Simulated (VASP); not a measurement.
ZnSe: single point with r2SCAN

The system is ZnSe.

```
Zn Se
1.0
     4.10770    0.00000    0.00000
     0.00000    4.10770    0.00000
     0.00000    0.00000    6.07035
Zn Se
2 2
Direct
  0.00000 0.00000 0.00000
  0.50000 0.50000 0.00000
  0.00000 0.50000 0.24628
  0.50000 0.00000 0.75372
```

```json
{
  "Program": "VASP 6.6.1",
  "Task": "single point",
  "Functional": "r2SCAN",
  "Potentials or basis": "VASP PAW PBE potentials, release 64 (Zn, Se)",
  "Cutoff": "520 eV",
  "k mesh": "4 × 4 × 4",
  "Occupations": "gaussian, width 0.01 eV",
  "Spin": "no spin polarisation"
}
```

```
Pressure               : -1.8 GPa
Largest force          : 0.375 eV/Å
Band gap on the k mesh : 2.41 eV, direct
```

Forces in eV/Å, atoms in the order of the input:
```
Zn   0.000  0.000  0.000
Zn   0.000  0.000  0.000
Se   0.000  0.000 -0.375
Se   0.000  0.000  0.375
```

Stress tensor (GPa, compression positive):
```
-1.68  0.00  0.00
 0.00 -1.68  0.00
 0.00  0.00 -2.15
```

Levels at points of the mesh, in eV from the valence-band top:
| k point | band 14 | band 15 | band 16 | band 17 | band 18 | band 19 | band 20 | band 21 | band 22 | band 23 |
| --- | --- | --- | --- | --- | --- | --- | --- | --- | --- | --- |
| (0.00, 0.00, 0.00) | -2.18 | -2.18 | -0.01 | -0.01 | 0.00 | 2.41 | 2.42 | 3.41 | 6.31 | 6.37 |
| (0.50, 0.00, 0.00) | -4.46 | -1.52 | -1.52 | -0.79 | -0.79 | 3.96 | 3.96 | 6.39 | 6.39 | 7.05 |
| (0.50, 0.50, 0.00) | -4.26 | -2.18 | -2.18 | -2.05 | -2.05 | 3.77 | 3.77 | 4.03 | 4.03 | 11.18 |
| (0.00, 0.00, 0.50) | -2.04 | -2.04 | -1.12 | -0.28 | -0.28 | 2.51 | 3.82 | 4.12 | 5.77 | 6.97 |
| (0.50, 0.00, 0.50) | -4.80 | -0.77 | -0.77 | -0.76 | -0.76 | 3.12 | 3.12 | 6.33 | 6.33 | 6.64 |
| (0.50, 0.50, 0.50) | -4.12 | -2.46 | -2.46 | -2.38 | -2.38 | 4.99 | 4.99 | 5.31 | 5.31 | 8.70 |

Wall time 5.9 min on 1 thread of AMD EPYC 7R13, with other jobs on the host, peak memory 0.21 GiB.

Caveat: the PAW data sets were made with another functional, which shifts forces and pressure a little. A k mesh can miss the band edges.
